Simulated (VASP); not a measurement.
Here is a VASP 6.6.1 calculation.

File POSCAR:

```
BaF2
1.0
    0.0000000000      3.1347970000      3.1347970000
    3.1347970000      0.0000000000      3.1347970000
    3.1347970000      3.1347970000      0.0000000000
Ba F
1 2
Direct
    0.0000000000      0.0000000000      0.0000000000
    0.2500000000      0.2500000000      0.2500000000
    0.7500000000      0.7500000000      0.7500000000
```

INCAR.step1

```
PREC = Accurate ; ENCUT = 660
ISMEAR = 0 ; SIGMA = 0.0108
LREAL = False ; LASPH = True
NELM = 120 ; NBANDS = 19
GGA = PE ; ALGO = Normal
EDIFF = 1E-5 ; LWAVE = True
LCHARG = False ; GGA_COMPAT = False
```

The input INCAR.step2:

```
PREC = Accurate ; ENCUT = 660
EDIFF = 1E-6 ; ISMEAR = 0
SIGMA = 0.0108 ; LREAL = False
LASPH = True ; NELM = 120
ALGO = Normal ; ISIF = 2
LWAVE = False ; LCHARG = True
METAGGA = R2SCAN ; LMIXTAU = True
LELF = True ; LVHAR = True
NBANDS = 19 ; ISTART = 1
GGA_COMPAT = False
```

KPOINTS

```
regular mesh
0
Gamma
  5 5 5
```

Potentials or basis: VASP PAW PBE potentials, release 64 (Ba_sv, F).

The run is started by

```console
$ cat potpaw_PBE.64/Ba_sv/POTCAR potpaw_PBE.64/F/POTCAR > POTCAR
$ cp INCAR.step1 INCAR
$ mpirun -np 1 vasp_std > vasp.out
$ cp INCAR.step2 INCAR
$ mpirun -np 1 vasp_std > vasp.out
```

(1) Estimate the band gap on the k mesh.

(2) Predict the pressure.

Results:

(1) 7.19 eV, indirect (least direct gap 7.26 eV).

(2) -1.3 GPa.

Caveat: the PAW data sets were made with another functional, which shifts forces and pressure a little; spin-orbit coupling is left out, which moves the levels of the heavy elements.
